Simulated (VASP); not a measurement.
Write the native input for VASP 6.6.1 that does the following.

| Item | Value |
| --- | --- |
| Task | relaxation of shape and atoms at fixed volume |
| Functional | PBE |
| Dispersion | D3(BJ) |
| Potentials or basis | VASP PAW PBE potentials, release 64 (H, Cl, F) |
| Cutoff | 600 eV |
| k mesh | 12 × 12 × 6 |
| Occupations | gaussian, width 0.02 eV |
| Spin | no spin polarisation |
| Dipole correction | no |
| Further INCAR settings | ALGO = Normal; EDIFF = 1e-07; IBRION = 2; EDIFFG = -0.01; NSW = 50; ISIF = 4 |

The structure of HClF2 lies in POSCAR:

```
HClF2
1.0
    3.6363873919      0.0000000000      0.0000000000
   -1.8181936959      3.1492038594      0.0000000000
    0.0000000000      0.0000000000      5.9834192938
H Cl F
1 1 2
Direct
    0.0000000000      0.0000000000      0.5000000000
    0.0000000000      0.0000000000      0.0000000000
    0.0000000000      0.0000000000      0.3128098519
    0.0000000000      0.0000000000      0.6871901481
```

These files were run (other wordings do the same):

INCAR

```
SYSTEM = HClF2
ALGO = Normal
EDIFF = 1E-7
EDIFFG = -0.01
ENCUT = 600
GGA = PE
IBRION = 2
ISIF = 4
ISMEAR = 0
IVDW = 12
LASPH = .True.
LCHARG = .False.
LREAL = .False.
LWAVE = .False.
NELM = 100
NSW = 50
PREC = Accurate
SIGMA = 0.02
```

KPOINTS

```
k-points
0
Gamma
  12 12 6
  0 0 0
```

Potentials or basis: VASP PAW PBE potentials, release 64 (H, Cl, F).

Launch:

```sh
$ cat potpaw_PBE.64/H/POTCAR potpaw_PBE.64/Cl/POTCAR potpaw_PBE.64/F/POTCAR > POTCAR
$ mpirun -np 1 vasp_std > vasp.out
```

It gave:

```
Energy gained by relaxing  : 2.1 meV/atom
Ionic steps                : 5
Pressure after relaxing    : 0.3 GPa
Band gap on the k mesh     : 1.02 eV
Dispersion energy per atom : -0.053 eV
```

It took 4 min on 1 thread of Intel(R) Xeon(R) Platinum 8259CL CPU @ 2.50GHz (Skylake/Cascade Lake), with other jobs on the host, peak memory 0.26 GiB.
